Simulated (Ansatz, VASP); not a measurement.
GaTe3W: VASP beside Ansatz

```
CELL_PARAMETERS angstrom
4.07534 0.00000 0.00000
0.00000 4.07534 0.00000
0.00000 0.00000 8.49979
ATOMIC_POSITIONS crystal
Ga 0.50000 0.50000 0.00000
Te 0.00000 0.00000 0.23655
Te 0.00000 0.00000 0.76345
Te 0.50000 0.50000 0.50000
W 0.00000 0.00000 0.00000
```

Alike in both runs: task single point; functional PBE; k mesh 4 × 4 × 2; occupations gaussian, width 0.1 eV; no spin polarisation.

|  | VASP | Ansatz |
| --- | --- | --- |
| version | VASP 6.6.1 | Ansatz 0.2.0 |
| potentials or method | VASP PAW PBE potentials, release 64 (Ga_d, Te, W_sv), cutoff 520 eV | scalar-relativistic, plane waves, PAW |
| valence electrons in the cell | 45 | 75 |

```csv
,VASP,Ansatz,Ansatz less VASP
gap on the k mesh at the Fermi level (eV),none,none,-
rms of the force components (eV/Å),8.569,8.650,+0.0811
```

Atom by atom the forces differ by 0.081 eV/Å (rms over components). A gap of «none» marks a metal or a gap that the smearing closes. VASP's potentials hold 45 valence electrons a cell and Ansatz's 75, so a difference there can come from the potentials and not from the codes.

The k mesh is coarse, so the values compare programs but aren't converged. Spin-orbit coupling is off throughout.
